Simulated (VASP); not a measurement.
# BN in VASP: further runs

The runs below take BN through single point, with LDA, PBE.

Everything below comes from runs of VASP 6.6.1. Logs are shortened: lines on timing, memory, paths and dates and some standing lists are left out, and cuts for length are marked.

### 1 The cell of the first run

Symmetry: F-43m, No. 216, cubic system. The conventional cell has a = 3.615 Å, b = 3.615 Å, c = 3.615 Å, α = 90.00°, β = 90.00°, γ = 90.00°. Within 2.1 Å of B (site symmetry -43m) lie 4 N at 1.57 Å. Within 2.1 Å of N (site symmetry -43m) lie 4 B at 1.57 Å.

### 2 Single point, LDA

Input file INCAR:

```
SYSTEM = BN
ALGO     = Normal         ! electronic algorithm
EDIFF    = 1E-6           ! SCF threshold, eV
ENCUT    = 520            ! plane-wave cutoff, eV
GGA      = CA             ! functional
ISIF     = 2              ! what is computed and relaxed
ISMEAR   = -1             ! smearing method
LASPH    = .TRUE.         ! aspherical terms in the spheres
LCHARG   = .FALSE.        ! write CHGCAR
LREAL    = .FALSE.        ! projectors in reciprocal space
LWAVE    = .FALSE.        ! write WAVECAR
NBANDS   = 11             ! bands
NELM     = 60             ! most SCF steps
PREC     = Accurate       ! precision mode
SIGMA    = 0.03           ! smearing width, eV
```

Input file KPOINTS:

```
k-points
0
G
  13 13 13
  0 0 0
```

Input file POSCAR:

```
BN
1.0
    0.0000000000      1.8075000000      1.8075000000
    1.8075000000      0.0000000000      1.8075000000
    1.8075000000      1.8075000000      0.0000000000
B N
1 1
Direct
    0.0000000000      0.0000000000      0.0000000000
    0.7500000000      0.7500000000      0.7500000000
```

Potentials or basis: VASP PAW LDA potentials, release 64 (B, N).

Command:

```console
cat potpaw_LDA.64/B/POTCAR potpaw_LDA.64/N/POTCAR > POTCAR
mpirun -np 1 vasp_std > vasp.out
```

OUTCAR:

```text
SYSTEM = BN
   EDIFF = 1E-6
   ENCUT = 520
   GGA = CA
   ISIF = 2
   ISMEAR = -1
   LASPH = .TRUE.
   LREAL = .FALSE.
   NELM = 60
   PREC = Accurate

 ion  position               nearest neighbor table
   1  0.000  0.000  0.000-   2 1.57   2 1.57   2 1.57   2 1.57
   2  0.750  0.750  0.750-   1 1.57   1 1.57   1 1.57   1 1.57

  LATTYP: Found a face centered cubic cell.
 ALAT       =     3.6150000000

  Lattice vectors:

 A1 = (   0.0000000000,   1.8075000000,   1.8075000000)
 A2 = (   1.8075000000,   0.0000000000,   1.8075000000)
 A3 = (   1.8075000000,   1.8075000000,   0.0000000000)

Analysis of symmetry for initial positions (statically):
=====================================================================
 Subroutine PRICEL returns:
 Original cell was already a primitive cell.

 Routine SETGRP: Setting up the symmetry group for a
 face centered cubic supercell.

 Subroutine GETGRP returns: Found 24 space group operations
 (whereof 24 operations were pure point group operations)
 out of a pool of 48 trial point group operations.

The static configuration has the point symmetry T_d .

Analysis of symmetry for dynamics (positions and initial velocities):
=====================================================================
 Subroutine PRICEL returns:
 Original cell was already a primitive cell.

 Routine SETGRP: Setting up the symmetry group for a
 face centered cubic supercell.

 Subroutine GETGRP returns: Found 24 space group operations
 (whereof 24 operations were pure point group operations)
 out of a pool of 48 trial point group operations.

The dynamic configuration has the point symmetry T_d .

 Subroutine INISYM returns: Found 24 space group operations
 (whereof 24 operations are pure point group operations),
 and found     1 'primitive' translations

----------------------------------------------------------------------------------------

                                     Primitive cell

  volume of cell :      11.8104

  direct lattice vectors                    reciprocal lattice vectors
     0.000000000  1.807500000  1.807500000    -0.276625173  0.276625173  0.276625173
     1.807500000  0.000000000  1.807500000     0.276625173 -0.276625173  0.276625173
     1.807500000  1.807500000  0.000000000     0.276625173  0.276625173 -0.276625173

  length of vectors
     2.556191014  2.556191014  2.556191014     0.479128854  0.479128854  0.479128854

  position of ions in fractional coordinates (direct lattice)
     0.000000000  0.000000000  0.000000000
     0.750000000  0.750000000  0.750000000

  ion indices of the primitive-cell ions
   primitive index   ion index
                 1           1
                 2           2

----------------------------------------------------------------------------------------

 KPOINTS: k-points

Automatic generation of k-mesh.
 Grid dimensions read from file:
 generate k-points for:   13   13   13

 Generating k-lattice:

  Cartesian coordinates                     Fractional coordinates (reciprocal lattice)
    -0.021278859  0.021278859  0.021278859     0.076923077  0.000000000  0.000000000
     0.021278859 -0.021278859  0.021278859     0.000000000  0.076923077  0.000000000
     0.021278859  0.021278859 -0.021278859     0.000000000  0.000000000  0.076923077

  Length of vectors
     0.036856066  0.036856066  0.036856066

  Shift w.r.t. Gamma in fractional coordinates (k-lattice)
     0.000000000  0.000000000  0.000000000

 Subroutine IBZKPT returns following result:
 ===========================================

 Found     84 irreducible k-points:

 Following reciprocal coordinates:
            Coordinates               Weight
  0.000000  0.000000  0.000000      1.000000
  0.076923  0.000000  0.000000      8.000000
  0.153846  0.000000  0.000000      8.000000
  0.230769  0.000000  0.000000      8.000000
  0.307692  0.000000  0.000000      8.000000
  0.384615  0.000000  0.000000      8.000000
[... 16 lines left out ...]
  0.384615  0.153846  0.000000     24.000000
  0.461538  0.153846  0.000000     24.000000
 [... further k-points ...]
   k-points           NKPTS =     84   k-points in BZ     NKDIM =     84   number of bands    NBANDS=     11
   number of dos      NEDOS =    301   number of ions     NIONS =      2
   total plane-waves  NPLWV =   8000
   dimension x,y,z NGX =    20 NGY =   20 NGZ =   20
   dimension x,y,z NGXF=    40 NGYF=   40 NGZF=   40
   ions per type =               1   1
   NGX,Y,Z   is equivalent  to a cutoff of  13.01, 13.01, 13.01 a.u.
   NGXF,Y,Z  is equivalent  to a cutoff of  26.01, 26.01, 26.01 a.u.
 SYSTEM =  BN
   PREC   = accura    normal or accurate (medium, high low for compatibility)
   ISTART =      0    job   : 0-new  1-cont  2-samecut
   ICHARG =      2    charge: 1-file 2-atom 10-const
   ISPIN  =      1    spin polarized calculation?
   LNONCOLLINEAR =      F non collinear calculations
   LSORBIT =      F    spin-orbit coupling
   LASPH  =      T    aspherical Exc in radial PAW
   ENCUT  =  520.0 eV  38.22 Ry    6.18 a.u.   4.75  4.75  4.75*2*pi/ulx,y,z
   NELM   =     60;   NELMIN=  2; NELMDL= -5     # of ELM steps
   EDIFF  = 0.1E-05   stopping-criterion for ELM
   LREAL  =      F    real-space projection
   EDIFFG = 0.1E-04   stopping-criterion for IOM
   NSW    =      0    number of steps for IOM
   IBRION =     -1    ionic relax: 0-MD 1-quasi-New 2-CG
   NFREE  =      0    steps in history (QN), initial steepest desc. (CG)
   ISIF   =      2    stress and relaxation
   ISYM   =      2    0-nonsym 1-usesym 2-fastsym
   POTIM  = 0.5000    time-step for ionic-motion
   TEBEG  =    0.0;   TEEND  =   0.0 temperature during run
   PSTRESS=    0.0 pullay stress
   NELECT =       8.0000    total number of electrons
   NUPDOWN=      -1.0000    fix difference up-down
   EMIN   =  10.00;   EMAX   =-10.00  energy-range for DOS
   EFERMI =   0.00;   METHOD = LEGACY
   ISMEAR =    -1;   SIGMA  =   0.03  broadening in eV -4-tet -1-fermi 0-gaus
   EFERMI_NEDOS =   21; number of points for ismear=-14 and -15
   IALGO  =     38    algorithm
   IMIX   =      4    mixing-type and parameters
     AMIX     =   0.40;   BMIX     =  1.00
     AMIX_MAG =   1.60;   BMIX_MAG =  1.00
  volume/ion in A,a.u.               =       5.91        39.85
  Fermi-wavevector in a.u.,A,eV,Ry     =   1.437749  2.716952 28.124920  2.067123
  Thomas-Fermi vector in A             =   2.556793
   LORBIT       =      0    0 simple, 1 ext, 2 COOP (PROOUT), +10 PAW based schemes
   GGA     = CA    functional components
   LHFCALC =     F    Hartree Fock is set to
   AEXX    =    0.0000 exact exchange contribution
   IVDW    =     0    specifies the selected vdW correction
   LEPSILON=     F    determine dielectric tensor
   LRPA    =     F    only Hartree local field effects (RPA)
 non-spin polarized calculation
  energy-cutoff  :      520.00
  volume of cell :       11.81
 maximum number of plane-waves:       331
   NGX =  9   NGY =  9   NGZ =  9

 number of electron       8.0000000 magnetization

 Free energy of the ion-electron system (eV)
  ---------------------------------------------------
  ext. energy  EPLUGINS =         0.00000000
  ---------------------------------------------------
  free energy    TOTEN  =       -19.40455349 eV

  energy without entropy =      -19.40455349  energy(sigma->0) =      -19.40455349

 E-fermi :   8.0190     XC(G=0): -13.1048

 val. band max:        7.3887366816   @ k =   0.0000   0.0000   0.0000
 cond. band min:      11.8073048629   @ k =   0.4615   0.4615   0.0000
 fundamental gap:      4.4185681814
 Fermi energy:         8.0189830373

 k-point     1 :       0.0000    0.0000    0.0000
  band No.  band energies     occupation
      1     -12.6806      2.00000
      2       7.3887      2.00000
      3       7.3887      2.00000
      4       7.3887      2.00000
      5      16.0722      0.00000
      6      16.0722      0.00000
      7      16.0722      0.00000
      8      17.8289      0.00000
      9      31.8787      0.00000
     10      35.1765      0.00000
     11      35.1765      0.00000

 k-point     2 :       0.0769    0.0000    0.0000
  band No.  band energies     occupation
      1     -12.5360      2.00000
      2       6.6080      2.00000
      3       7.2322      2.00000
      4       7.2322      2.00000
      5      16.2766      0.00000
      6      16.3082      0.00000
      7      16.3082      0.00000
      8      18.2850      0.00000
      9      31.6621      0.00000
     10      32.9990      0.00000
     11      32.9990      0.00000

 k-point     3 :       0.1538    0.0000    0.0000
  band No.  band energies     occupation
      1     -12.1065      2.00000
      2       4.7553      2.00000
      3       6.8411      2.00000
      4       6.8411      2.00000
      5      16.6144      0.00000
      6      16.8769      0.00000
      7      16.8769      0.00000
      8      19.4069      0.00000
      9      31.1187      0.00000
     10      31.4439      0.00000
     11      31.4439      0.00000

 k-point     4 :       0.2308    0.0000    0.0000
  band No.  band energies     occupation
      1     -11.4073      2.00000
      2       2.5081      2.00000
      3       6.3693      2.00000
      4       6.3693      2.00000
      5      16.9418      0.00000
      6      17.4706      0.00000
      7      17.4706      0.00000
      8      20.6042      0.00000
      9      30.5750      0.00000
     10      30.8444      0.00000
     11      30.8444      0.00000
[... 239 lines left out ...]
 k-point    22 :       0.3077    0.1538    0.0000
  band No.  band energies     occupation
      1     -10.6360      2.00000
      2       1.8919      2.00000
      3       4.8242      2.00000
      4       5.2609      2.00000
      5      15.4573      0.00000
      6      19.2947      0.00000
      7      19.6952      0.00000
      8      20.0955      0.00000
      9      26.5205      0.00000
     10      33.4986      0.00000
     11      34.9982      0.00000

 k-point    23 :       0.3846    0.1538    0.0000
  band No.  band energies     occupation
      1      -9.6703      2.00000
      2      -0.1450      2.00000
      3       4.5780      2.00000
      4       4.6908      2.00000
      5      15.8595      0.00000
      6      19.4798      0.00000
      7      19.8895      0.00000
      8      20.8111      0.00000
      9      27.3669      0.00000
     10      33.2891      0.00000
     11      35.2530      0.00000

 k-point    24 :       0.4615    0.1538    0.0000
  band No.  band energies     occupation
      1      -8.6582      2.00000
      2      -1.8773      2.00000
      3       4.1341      2.00000
      4       4.5454      2.00000
      5      16.1713      0.00000
      6      19.4793      0.00000
      7      19.7604      0.00000
      8      21.9123      0.00000
      9      27.9504      0.00000
     10      33.3776      0.00000
     11      35.2330      0.00000

 [... further k-points ...]

------------------------ aborting loop because EDIFF is reached ----------------------------------------

  FORCE on cell =-STRESS in cart. coord.  units (eV):
  Direction    XX          YY          ZZ          XY          YZ          ZX
  --------------------------------------------------------------------------------------
  -------------------------------------------------------------------------------------
  Total       -0.7417361     -0.7417361     -0.7417361      0.0000000      0.0000000     -0.0000000
  in kB     -100.6224985   -100.6224985   -100.6224985      0.0000000      0.0000000     -0.0000000
  external PRESSURE =    -100.6224985 kB  Pullay stress =       0.0000000 kB

 VOLUME and BASIS-vectors are now :
 -----------------------------------------------------------------------------
  energy-cutoff  :      520.00
  volume of cell :       11.81
      direct lattice vectors                 reciprocal lattice vectors
     0.000000000  1.807500000  1.807500000    -0.276625173  0.276625173  0.276625173
     1.807500000  0.000000000  1.807500000     0.276625173 -0.276625173  0.276625173
     1.807500000  1.807500000  0.000000000     0.276625173  0.276625173 -0.276625173

 POSITION                                       TOTAL-FORCE (eV/Angst)
 -----------------------------------------------------------------------------------
      0.00000      0.00000      0.00000         0.000000      0.000000      0.000000
      2.71125      2.71125      2.71125        -0.000000     -0.000000     -0.000000
 -----------------------------------------------------------------------------------
    total drift:                                0.000000      0.000000      0.000000

  FREE ENERGIE OF THE ION-ELECTRON SYSTEM (eV)
  ---------------------------------------------------
  free  energy   TOTEN  =       -19.4045534876 eV

  energy  without entropy=      -19.4045534876  energy(sigma->0) =      -19.40455349
```

Run time: 6.6 s. Hardware: 1 thread of Intel Xeon 6975P-C (Granite Rapids), shared host; peak memory 0.11 GiB.

What came out:

```
Free energy            : -19.4046 eV
Pressure               : -10.1 GPa
Band gap on the k mesh : 4.42 eV, indirect (least direct gap 8.68 eV)
```

Levels at points of the mesh, in eV from the valence-band top:
```tsv
k point	band 1	band 2	band 3	band 4	band 5	band 6	band 7	band 8
(0.00, 0.00, 0.00)	-20.07	0.00	0.00	0.00	8.68	8.68	8.68	10.44
```

A k mesh can miss the band edges. A hybrid or GW would open this gap; LDA tends to underestimate it.

### 3 Single point, PBE

Input file INCAR:

```
SYSTEM = BN
PREC = Accurate ; ENCUT = 520
EDIFF = 1E-6 ; ISMEAR = -1
SIGMA = 0.03 ; LREAL = .False.
LASPH = .True. ; NELM = 60
ALGO = Normal ; ISIF = 2
LWAVE = .False. ; LCHARG = .False.
GGA = PE ; NBANDS = 11
```

Input file KPOINTS:

```
Automatic mesh
0
Gamma
  13 13 13
  0 0 0
```

POSCAR is that of step 2.

Potentials or basis: VASP PAW PBE potentials, release 64 (B, N).

Command:

```console
cat potpaw_PBE.64/B/POTCAR potpaw_PBE.64/N/POTCAR > POTCAR
mpirun -np 1 vasp_std > vasp.out
```

Wall time 5.1 s (1 thread of Intel Xeon 6975P-C (Granite Rapids), shared host); peak memory 0.12 GiB.

Results (log left out):

* Free energy: -17.4498 eV
* Pressure: 3.3 GPa
* Band gap on the k mesh: 4.53 eV, indirect (least direct gap 8.82 eV)

Levels at points of the mesh, in eV from the valence-band top:
| k point | band 1 | band 2 | band 3 | band 4 | band 5 | band 6 | band 7 | band 8 | band 9 |
| --- | --- | --- | --- | --- | --- | --- | --- | --- | --- |
| (0.00, 0.00, 0.00) | -20.23 | 0.00 | 0.00 | 0.00 | 8.82 | 8.82 | 8.82 | 10.35 | 24.75 |

(Continued in part 2 of 2.)
